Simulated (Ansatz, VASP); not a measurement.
## Al: VASP beside Ansatz

The input POSCAR:

```
Al
1.0
   -1.5912186900      1.5912186900      1.5912186900
    1.5912186900     -1.5912186900      1.5912186900
    1.5912186900      1.5912186900     -1.5912186900
Al
1
Direct
    0.0000000000      0.0000000000      0.0000000000
```

INCAR.step1

```
PREC = Accurate
ENCUT = 520
ISMEAR = 0
SIGMA = 0.1
LREAL = False
LASPH = True
NELM = 60
NBANDS = 8
GGA = PE
ALGO = Normal
EDIFF = 1E-4
LWAVE = True
LCHARG = False
```

File INCAR.step2:

```
PREC = Accurate
ENCUT = 520
EDIFF = 1E-6
ISMEAR = 0
SIGMA = 0.1
LREAL = False
LASPH = True
NELM = 60
ALGO = Normal
ISIF = 2
LWAVE = False
LCHARG = True
METAGGA = R2SCAN
LMIXTAU = True
LELF = True
LVHAR = True
NBANDS = 8
ISTART = 1
```

The input KPOINTS:

```
regular mesh
0
Gamma
  18 18 18
```

Input for Ansatz:

```yaml
crystal:
  lattice:
    - [-1.59121869, 1.59121869, 1.59121869]
    - [1.59121869, -1.59121869, 1.59121869]
    - [1.59121869, 1.59121869, -1.59121869]
  atoms:
    - { symbol: Al, position: [0.0, 0.0, 0.0] }
basis:
  ecutwfc: 500
kpoints:
  mp_grid: { grid: [18, 18, 18] }
hamiltonian:
  xc: r2scan
scf:
  occupations: { method: gaussian, width: 0.1 }
output:
  forces: true
  stress: true
  eigenvalues: true
  populations: true
```

Alike in both runs: task single point; functional r2SCAN; k mesh 18 × 18 × 18; occupations gaussian, width 0.1 eV; no spin polarisation.

|  | VASP | Ansatz |
| --- | --- | --- |
| version | VASP 6.6.1 | Ansatz 0.2.0 |
| potentials or method | VASP PAW PBE potentials, release 64 (Al), cutoff 520 eV | scalar-relativistic, plane waves, PAW |
| valence electrons in the cell | 3 | 3 |

VASP gave:

| Property | Result |
| --- | --- |
| gap on the k mesh at the Fermi level (eV) | none |
| pressure (GPa) | 0.2 |

Task: Which values does Ansatz return?

Result: gap on the k mesh at the Fermi level (eV): none; pressure (GPa): 0.5.

VASP's potentials were made for PBE, not for r2SCAN. A gap of «none» marks a metal or a gap that the smearing closes.
